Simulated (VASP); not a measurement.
**Mg: single point with PBE**

Crystal: Mg.

```
Mg
1.0
     0.00000    2.33409    2.33409
     2.33409    0.00000    2.33409
     2.33409    2.33409    0.00000
Mg
1
Direct
  0.00000 0.00000 0.00000
```

This cell differs from its parent crystal: volume scaled by 1.10.

| Item | Value |
| --- | --- |
| Program | VASP 6.6.1 |
| Task | single point |
| Functional | PBE |
| Potentials or basis | VASP PAW PBE potentials, release 64 (Mg) |
| Cutoff | 520 eV |
| k mesh | 16 × 16 × 16 |
| Occupations | gaussian, width 0.1 eV |
| Spin | no spin polarisation |

```
Pressure               : -2.9 GPa
Band gap on the k mesh : zero (band 1 reaches 3.51 eV, above the bottom of band 2 at 0.82 eV)
```

Levels at points of the mesh, in eV from the Fermi level:
```
           k point  band 1  band 2  band 3  band 4  band 5
(0.00, 0.00, 0.00)   -6.49   11.75   11.75   11.75   13.16
(0.50, 0.00, 0.00)   -1.53   -1.29   10.74   10.74   11.11
(0.50, 0.50, 0.00)   -0.17    0.73    5.91    6.44    6.44
```

Wall time 20 s on 1 thread of Intel Xeon 6975P-C, with other jobs on the host, peak memory 0.17 GiB.
